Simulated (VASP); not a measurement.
# TaRu (Pm-3m) in VASP: further runs

TaRu is run at these levels: LDA; tasks: electric field gradients.

Program: VASP 6.6.1. These are calculated values, not measurements. Logs are shortened: lines on timing, memory, paths and dates and some standing lists are left out, and cuts for length are marked.

### Step 1. The cell of the first run

Symmetry: Pm-3m, No. 221, cubic system. The conventional cell has a = 3.208 Å, b = 3.208 Å, c = 3.208 Å, α = 90.00°, β = 90.00°, γ = 90.00°. Within 3.7 Å of Ta (site symmetry m-3m) lie 8 Ru at 2.78 Å and 6 Ta at 3.21 Å. Within 3.7 Å of Ru (site symmetry m-3m) lie 8 Ta at 2.78 Å and 6 Ru at 3.21 Å.

### Step 2. Electric field gradients, LDA (16.51 Å³/atom)

INCAR

```
ALGO = Normal
EDIFF = 1E-8
ENCUT = 520
GGA = CA
ISIF = 2
ISMEAR = -1
LASPH = T
LCHARG = F
LEFG = T
LREAL = F
LWAVE = F
NBANDS = 20
NELM = 100
PREC = Accurate
SIGMA = 0.03
```

KPOINTS

```
k-points
0
Gamma
  13 13 13
```

POSCAR

```
TaRu
1.0
    3.2081065754      0.0000000000      0.0000000000
    0.0000000000      3.2081065754      0.0000000000
    0.0000000000      0.0000000000      3.2081065754
Ta Ru
1 1
Direct
    0.5000000000      0.5000000000      0.5000000000
    0.0000000000      0.0000000000      0.0000000000
```

Potentials or basis: VASP PAW LDA potentials, release 64 (Ta_pv, Ru_pv).

Started as:

```bash
> cat potpaw_LDA.64/Ta_pv/POTCAR potpaw_LDA.64/Ru_pv/POTCAR > POTCAR
> mpirun -np 1 vasp_std > vasp.out
```

OUTCAR:

```text
EDIFF = 1E-8
   ENCUT = 520
   GGA = CA
   ISIF = 2
   ISMEAR = -1
   LASPH = T
   LREAL = F
   NELM = 100
   PREC = Accurate

 ion  position               nearest neighbor table
   1  0.500  0.500  0.500-   2 2.78   2 2.78   2 2.78   2 2.78   2 2.78   2 2.78   2 2.78   2 2.78

   2  0.000  0.000  0.000-   1 2.78   1 2.78   1 2.78   1 2.78   1 2.78   1 2.78   1 2.78   1 2.78

  LATTYP: Found a simple cubic cell.
 ALAT       =     3.2081065754

  Lattice vectors:

 A1 = (   3.2081065754,   0.0000000000,   0.0000000000)
 A2 = (   0.0000000000,   3.2081065754,   0.0000000000)
 A3 = (   0.0000000000,   0.0000000000,   3.2081065754)

Analysis of symmetry for initial positions (statically):
=====================================================================
 Subroutine PRICEL returns:
 Original cell was already a primitive cell.

 Routine SETGRP: Setting up the symmetry group for a
 simple cubic supercell.

 Subroutine GETGRP returns: Found 48 space group operations
 (whereof 48 operations were pure point group operations)
 out of a pool of 48 trial point group operations.

The static configuration has the point symmetry O_h .

Analysis of symmetry for dynamics (positions and initial velocities):
=====================================================================
 Subroutine PRICEL returns:
 Original cell was already a primitive cell.

 Routine SETGRP: Setting up the symmetry group for a
 simple cubic supercell.

 Subroutine GETGRP returns: Found 48 space group operations
 (whereof 48 operations were pure point group operations)
 out of a pool of 48 trial point group operations.

The dynamic configuration has the point symmetry O_h .

 Subroutine INISYM returns: Found 48 space group operations
 (whereof 48 operations are pure point group operations),
 and found     1 'primitive' translations

----------------------------------------------------------------------------------------

                                     Primitive cell

  volume of cell :      33.0177

  direct lattice vectors                    reciprocal lattice vectors
     3.208106575  0.000000000  0.000000000     0.311710343  0.000000000  0.000000000
     0.000000000  3.208106575  0.000000000     0.000000000  0.311710343  0.000000000
     0.000000000  0.000000000  3.208106575     0.000000000  0.000000000  0.311710343

  length of vectors
     3.208106575  3.208106575  3.208106575     0.311710343  0.311710343  0.311710343

  position of ions in fractional coordinates (direct lattice)
     0.500000000  0.500000000  0.500000000
     0.000000000  0.000000000  0.000000000

  ion indices of the primitive-cell ions
   primitive index   ion index
                 1           1
                 2           2

----------------------------------------------------------------------------------------

 KPOINTS: k-points

Automatic generation of k-mesh.
 Grid dimensions read from file:
 generate k-points for:   13   13   13

 Generating k-lattice:

  Cartesian coordinates                     Fractional coordinates (reciprocal lattice)
     0.023977719  0.000000000  0.000000000     0.076923077  0.000000000  0.000000000
     0.000000000  0.023977719  0.000000000     0.000000000  0.076923077  0.000000000
     0.000000000  0.000000000  0.023977719     0.000000000  0.000000000  0.076923077

  Length of vectors
     0.023977719  0.023977719  0.023977719

  Shift w.r.t. Gamma in fractional coordinates (k-lattice)
     0.000000000  0.000000000  0.000000000

 Subroutine IBZKPT returns following result:
 ===========================================

 Found     84 irreducible k-points:

 Following reciprocal coordinates:
            Coordinates               Weight
  0.000000  0.000000  0.000000      1.000000
  0.076923  0.000000  0.000000      6.000000
  0.153846  0.000000  0.000000      6.000000
  0.230769  0.000000  0.000000      6.000000
  0.307692  0.000000  0.000000      6.000000
  0.384615  0.000000  0.000000      6.000000
[... 16 lines left out ...]
  0.307692  0.307692  0.000000     12.000000
  0.384615  0.307692  0.000000     24.000000
 [... further k-points ...]
   k-points           NKPTS =     84   k-points in BZ     NKDIM =     84   number of bands    NBANDS=     20
   number of dos      NEDOS =    301   number of ions     NIONS =      2
   total plane-waves  NPLWV =  13824
   dimension x,y,z NGX =    24 NGY =   24 NGZ =   24
   dimension x,y,z NGXF=    48 NGYF=   48 NGZF=   48
   ions per type =               1   1
   NGX,Y,Z   is equivalent  to a cutoff of  12.44, 12.44, 12.44 a.u.
   NGXF,Y,Z  is equivalent  to a cutoff of  24.87, 24.87, 24.87 a.u.
 SYSTEM =  unknown system
   PREC   = accura    normal or accurate (medium, high low for compatibility)
   ISTART =      0    job   : 0-new  1-cont  2-samecut
   ICHARG =      2    charge: 1-file 2-atom 10-const
   ISPIN  =      1    spin polarized calculation?
   LNONCOLLINEAR =      F non collinear calculations
   LSORBIT =      F    spin-orbit coupling
   LASPH  =      T    aspherical Exc in radial PAW
   ENCUT  =  520.0 eV  38.22 Ry    6.18 a.u.   5.96  5.96  5.96*2*pi/ulx,y,z
   NELM   =    100;   NELMIN=  2; NELMDL= -5     # of ELM steps
   EDIFF  = 0.1E-07   stopping-criterion for ELM
   LREAL  =      F    real-space projection
   EDIFFG = 0.1E-06   stopping-criterion for IOM
   NSW    =      0    number of steps for IOM
   IBRION =     -1    ionic relax: 0-MD 1-quasi-New 2-CG
   NFREE  =      0    steps in history (QN), initial steepest desc. (CG)
   ISIF   =      2    stress and relaxation
   ISYM   =      2    0-nonsym 1-usesym 2-fastsym
   POTIM  = 0.5000    time-step for ionic-motion
   TEBEG  =    0.0;   TEEND  =   0.0 temperature during run
   PSTRESS=    0.0 pullay stress
   NELECT =      25.0000    total number of electrons
   NUPDOWN=      -1.0000    fix difference up-down
   EMIN   =  10.00;   EMAX   =-10.00  energy-range for DOS
   EFERMI =   0.00;   METHOD = LEGACY
   ISMEAR =    -1;   SIGMA  =   0.03  broadening in eV -4-tet -1-fermi 0-gaus
   EFERMI_NEDOS =   21; number of points for ismear=-14 and -15
   IALGO  =     38    algorithm
   IMIX   =      4    mixing-type and parameters
     AMIX     =   0.40;   BMIX     =  1.00
     AMIX_MAG =   1.60;   BMIX_MAG =  1.00
  volume/ion in A,a.u.               =      16.51       111.41
  Fermi-wavevector in a.u.,A,eV,Ry     =   1.492128  2.819713 30.292632  2.226446
  Thomas-Fermi vector in A             =   2.604695
   LORBIT       =      0    0 simple, 1 ext, 2 COOP (PROOUT), +10 PAW based schemes
   GGA     = CA    functional components
   LHFCALC =     F    Hartree Fock is set to
   AEXX    =    0.0000 exact exchange contribution
   IVDW    =     0    specifies the selected vdW correction
   LEPSILON=     F    determine dielectric tensor
   LRPA    =     F    only Hartree local field effects (RPA)
 non-spin polarized calculation
  energy-cutoff  :      520.00
  volume of cell :       33.02
 maximum number of plane-waves:       912
 NGX is ok and might be reduce to    24
   NGX = 11   NGY = 11   NGZ = 11

 number of electron      25.0000002 magnetization

 Free energy of the ion-electron system (eV)
  ---------------------------------------------------
  ext. energy  EPLUGINS =         0.00000000
  ---------------------------------------------------
  free energy    TOTEN  =       -23.83481996 eV

  energy without entropy =      -23.82403123  energy(sigma->0) =      -23.82942559

 E-fermi :   8.8974     XC(G=0): -13.2425

 val. band max:        8.8914817721   @ k =   0.4615   0.0000   0.0000
 cond. band min:       8.9009132281   @ k =   0.4615   0.1538   0.0769
 fundamental gap:      0.0094314560
 Fermi energy:         8.8974013386

 k-point     1 :       0.0000    0.0000    0.0000
  band No.  band energies     occupation
      1     -34.0130      2.00000
      2     -34.0130      2.00000
      3     -34.0130      2.00000
      4     -26.0039      2.00000
      5     -26.0039      2.00000
      6     -26.0039      2.00000
[... 12 lines left out ...]
     19      16.7514      0.00000
     20      16.7514      0.00000

 k-point     2 :       0.0769    0.0000    0.0000
  band No.  band energies     occupation
      1     -34.0179      2.00000
      2     -34.0121      2.00000
      3     -34.0121      2.00000
      4     -26.0215      2.00000
      5     -26.0038      2.00000
      6     -26.0038      2.00000
[... 12 lines left out ...]
     19      17.3083      0.00000
     20      17.3083      0.00000

 k-point     3 :       0.1538    0.0000    0.0000
  band No.  band energies     occupation
      1     -34.0316      2.00000
      2     -34.0095      2.00000
      3     -34.0095      2.00000
      4     -26.0701      2.00000
      5     -26.0037      2.00000
      6     -26.0037      2.00000
[... 12 lines left out ...]
     19      18.5788      0.00000
     20      18.5788      0.00000

 k-point     4 :       0.2308    0.0000    0.0000
  band No.  band energies     occupation
      1     -34.0508      2.00000
      2     -34.0058      2.00000
      3     -34.0058      2.00000
      4     -26.1380      2.00000
      5     -26.0035      2.00000
      6     -26.0035      2.00000
[... 12 lines left out ...]
     19      18.9231      0.00000
     20      20.1483      0.00000

 k-point     5 :       0.3077    0.0000    0.0000
  band No.  band energies     occupation
      1     -34.0710      2.00000
      2     -34.0019      2.00000
      3     -34.0019      2.00000
      4     -26.2091      2.00000
      5     -26.0034      2.00000
      6     -26.0034      2.00000
[... 12 lines left out ...]
     19      18.9231      0.00000
     20      20.7902      0.00000
[... 353 lines left out ...]
      6     -25.9924      2.00000
[... 12 lines left out ...]
     19      18.9209      0.00000
     20      19.3132      0.00000

 k-point    22 :       0.4615    0.2308    0.0000
  band No.  band energies     occupation
      1     -34.1013      2.00000
      2     -34.0461      2.00000
      3     -33.9928      2.00000
      4     -26.2680      2.00000
      5     -26.1048      2.00000
      6     -25.9910      2.00000
[... 12 lines left out ...]
     19      18.9223      0.00000
     20      19.8486      0.00000

 k-point    23 :       0.3077    0.3077    0.0000
  band No.  band energies     occupation
      1     -34.0773      2.00000
      2     -34.0666      2.00000
      3     -33.9941      2.00000
      4     -26.1899      2.00000
      5     -26.1592      2.00000
      6     -25.9904      2.00000
[... 12 lines left out ...]
     19      18.1054      0.00000
     20      18.9244      0.00000

 k-point    24 :       0.3846    0.3077    0.0000
  band No.  band energies     occupation
      1     -34.0929      2.00000
      2     -34.0716      2.00000
      3     -33.9918      2.00000
      4     -26.2252      2.00000
      5     -26.1627      2.00000
      6     -25.9866      2.00000
[... 12 lines left out ...]
     19      18.3881      0.00000
     20      18.9240      0.00000

 [... further k-points ...]

------------------------ aborting loop because EDIFF is reached ----------------------------------------

  FORCE on cell =-STRESS in cart. coord.  units (eV):
  Direction    XX          YY          ZZ          XY          YZ          ZX
  --------------------------------------------------------------------------------------
  -------------------------------------------------------------------------------------
  Total       -4.0411769     -4.0411769     -4.0411769     -0.0000000     -0.0000000     -0.0000000
  in kB     -196.0975098   -196.0975098   -196.0975098     -0.0000000     -0.0000000     -0.0000000
  external PRESSURE =    -196.0975098 kB  Pullay stress =       0.0000000 kB

 VOLUME and BASIS-vectors are now :
 -----------------------------------------------------------------------------
  energy-cutoff  :      520.00
  volume of cell :       33.02
      direct lattice vectors                 reciprocal lattice vectors
     3.208106575  0.000000000  0.000000000     0.311710343  0.000000000  0.000000000
     0.000000000  3.208106575  0.000000000     0.000000000  0.311710343  0.000000000
     0.000000000  0.000000000  3.208106575     0.000000000  0.000000000  0.311710343

 POSITION                                       TOTAL-FORCE (eV/Angst)
 -----------------------------------------------------------------------------------
      1.60405      1.60405      1.60405         0.000000      0.000000      0.000000
      0.00000      0.00000      0.00000         0.000000      0.000000      0.000000
 -----------------------------------------------------------------------------------
    total drift:                                0.000000      0.000000     -0.000000

  FREE ENERGIE OF THE ION-ELECTRON SYSTEM (eV)
  ---------------------------------------------------
  free  energy   TOTEN  =       -23.8348199558 eV

  energy  without entropy=      -23.8240312309  energy(sigma->0) =      -23.82942559

 Electric field gradients (V/A^2)
---------------------------------------------------------------------
 ion       V_xx      V_yy      V_zz      V_xy      V_xz      V_yz
---------------------------------------------------------------------
   1      -0.000     0.000     0.000    -0.000    -0.000    -0.000
   2      -0.000    -0.000     0.000     0.000     0.000    -0.000
---------------------------------------------------------------------

 Electric field gradients after diagonalization (V/A^2)
 (convention: |V_zz| > |V_xx| > |V_yy|)
----------------------------------------------------------------------
 ion       V_xx      V_yy      V_zz     asymmetry (V_yy - V_xx)/ V_zz
----------------------------------------------------------------------
   1      -0.000     0.000     0.000       0.239
   2      -0.000    -0.000     0.000       0.744
----------------------------------------------------------------------

           NMR quadrupolar parameters

 Cq : quadrupolar parameter    Cq=e*Q*V_zz/h
 eta: asymmetry parameters     (V_yy - V_xx)/ V_zz
 Q  : nuclear electric quadrupole moment in mb (millibarn)
----------------------------------------------------------------------
 ion       Cq(MHz)       eta       Q (mb)
----------------------------------------------------------------------
   1       0.000       0.239       1.000
   2       0.000       0.744       1.000
----------------------------------------------------------------------
```

Wall time 63 s (1 thread of AMD EPYC 7R13, shared host); peak memory 0.14 GiB.

Results:

- Free energy: -23.8348 eV
- Pressure: -19.6 GPa
- Band gap on the k mesh: zero (an odd number of electrons rules out a gap without spin polarisation)
- Largest electric field gradient by atom: zero within the noise of the run

Caveat: the cell stands under tension; spin-orbit coupling is left out, which moves the levels of the heavy elements.

(Part 1 of 3 ends here.)
